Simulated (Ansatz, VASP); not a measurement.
## One calculation of Lu, two programs

```
Lu
1.0
     3.15286    0.00000    0.00000
    -1.57643    2.73046    0.00000
     0.00000    0.00000    3.06175
Lu
1
Direct
  0.00000 0.00000 0.00000
```

Change from the starting cell: volume scaled by 0.85, PAW files.

Alike in both runs: task single point; functional PBE; k mesh 13 × 13 × 12; occupations fermi-dirac, width 0.08 eV; no spin polarisation.

|  | VASP | Ansatz |
| --- | --- | --- |
| version | VASP 6.6.1 | Ansatz 0.2.0 |
| potentials or method | VASP PAW PBE potentials, release 64 (Lu) | PAW with Ansatz's default frozen-core files, scalar-relativistic |
| plane-wave cutoff (eV) | 520 | 420 |
| valence electrons in the cell | 25 | 25 |

VASP gave:

```
pressure (GPa)                                                : 7.6
traceless stress, the component that is largest in VASP (GPa) : -0.07
```

Task: Estimate Ansatz's values.

Result: Pressure (GPa): 7.3; traceless stress, the component that is largest in VASP (GPa): -0.02.

Spin-orbit coupling is off throughout.
